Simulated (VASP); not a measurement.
Here is a VASP 6.6.1 calculation.

POSCAR

```
Pt
1.0
    2.9162060206     -0.0000000301      0.0005516544
   -1.4581030364      2.5255085416      0.0000000000
    1.4585104135      0.8420713799      2.1597014109
Pt
1
Direct
    0.0000000000      0.0000000000      0.0000000000
```

File INCAR.step1:

```
ALGO     = Normal         # electronic algorithm
EDIFF    = 1E-4           # SCF threshold, eV
ENCUT    = 520            # plane-wave cutoff, eV
GGA      = PE             # functional
ISMEAR   = 0              # smearing method
LASPH    = True           # aspherical terms in the spheres
LCHARG   = False          # write CHGCAR
LREAL    = False          # projectors in reciprocal space
LWAVE    = True           # write WAVECAR
NBANDS   = 11             # bands
NELM     = 100            # most SCF steps
PREC     = Accurate       # precision mode
SIGMA    = 0.1            # smearing width, eV
```

The input INCAR.step2:

```
ALGO     = Normal         # electronic algorithm
EDIFF    = 1E-7           # SCF threshold, eV
ENCUT    = 520            # plane-wave cutoff, eV
ISIF     = 2              # what is computed and relaxed
ISMEAR   = 0              # smearing method
ISTART   = 1            
LASPH    = True           # aspherical terms in the spheres
LCHARG   = False          # write CHGCAR
LMIXTAU  = True         
LREAL    = False          # projectors in reciprocal space
LWAVE    = False          # write WAVECAR
METAGGA  = R2SCAN         # meta-GGA
NBANDS   = 11             # bands
NELM     = 100            # most SCF steps
PREC     = Accurate       # precision mode
SIGMA    = 0.1            # smearing width, eV
```

File KPOINTS:

```
k-points
0
Gamma
  12 12 16
```

Potentials or basis: VASP PAW PBE potentials, release 64 (Pt).

Run with:

```console
$ cat potpaw_PBE.64/Pt/POTCAR > POTCAR
$ cp INCAR.step1 INCAR
$ mpirun -np 1 vasp_std > vasp.out
$ cp INCAR.step2 INCAR
$ mpirun -np 1 vasp_std > vasp.out
```

Q: What does it give for the band gap on the k mesh?

A: Zero (bands 5 and 6 overlap by 2.69 eV).

Q: What does it give for the pressure?

A: -6.7 GPa.

Stress tensor (GPa, compression positive):
```
-10.37   0.00   0.01
  0.00 -10.38   0.00
  0.01   0.00   0.71
```

Caveat: the stress differs along the axes, from -10 to 1 GPa; the PAW data sets were made with another functional, which shifts forces and pressure a little; spin-orbit coupling is left out, which moves the levels of the heavy elements.
